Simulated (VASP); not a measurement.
**Ga2O3: single point with PBE**

Crystal: Ga2O3.

```
CELL_PARAMETERS angstrom
3.03933 1.75476 3.74363
-3.03933 1.75476 3.74363
0.00000 -3.50952 3.74363
ATOMIC_POSITIONS crystal
Ga 0.32950 0.32950 0.32950
Ga 0.67050 0.67050 0.67050
O 0.50000 0.50000 0.00000
O 0.00000 0.50000 0.50000
O 0.50000 0.00000 0.50000
```

The cell was built from a structure type or drawn by symmetry, and may not be a known phase.

```yaml
Program: VASP 6.6.1
Task: single point
Functional: PBE
Potentials_or_basis: VASP PAW PBE potentials, release 64 (Ga_d, O)
Cutoff: 520 eV
k_mesh: 6 × 6 × 6
Occupations: gaussian, width 0.1 eV
Spin: collinear spin, ferromagnetic start
Starting_moments: "[0.0, 0.0, 1.0, 1.0, 1.0] μB"
Dipole_correction: no
Further_INCAR_settings: ALGO = Normal; EDIFF = 1e-06; NBANDS = 34
```

```yaml
Pressure: -0.1 GPa
Largest_force: 0.005 eV/Å
Band_gap_on_the_k_mesh: 1.86 eV (least direct gap 1.90 eV)
Net_moment: 0.00 μB per cell
Valence_electrons_inside_the_program's_atomic_spheres: Ga 11.86; O 5.06
```

Forces on the atoms (eV/Å):
```
Ga   0.000  0.000  0.005
Ga   0.000  0.000 -0.005
O    0.000  0.000  0.000
O    0.000  0.000  0.000
O    0.000  0.000  0.000
```

Stress tensor (GPa, compression positive):
```
-0.16  0.00  0.00
 0.00 -0.16  0.00
 0.00  0.00  0.17
```

Levels at points of the mesh, in eV from the valence-band top:
Spin up:
```csv
k point,band 18,band 19,band 20,band 21,band 22,band 23,band 24,band 25,band 26,band 27
"(0.00, 0.00, 0.00)",-0.71,-0.71,-0.34,-0.34,-0.04,1.87,4.40,7.92,8.00,9.33
"(0.50, 0.00, 0.00)",-1.26,-1.05,-0.76,-0.72,-0.16,3.86,5.47,5.52,8.57,9.37
"(0.50, 0.50, 0.00)",-1.20,-1.06,-0.81,-0.47,-0.14,4.62,5.57,6.43,7.16,8.36
"(0.50, 0.50, 0.50)",-0.52,-0.52,-0.37,-0.37,0.00,3.29,6.07,6.21,7.49,8.88
```
Spin down:
```tsv
k point	band 20	band 21	band 22	band 23	band 24	band 25
(0.00, 0.00, 0.00)	-0.34	-0.34	-0.04	1.87	4.40	7.91
(0.50, 0.00, 0.00)	-0.76	-0.72	-0.16	3.86	5.47	5.52
(0.50, 0.50, 0.00)	-0.81	-0.47	-0.14	4.62	5.57	6.43
(0.50, 0.50, 0.50)	-0.37	-0.37	0.00	3.29	6.07	6.21
```

It took 2.6 min on 1 thread of AMD EPYC 9R45 96-Core Processor (Zen 5), with other jobs on the host, peak memory 0.36 GiB.

A k mesh can miss the band edges.
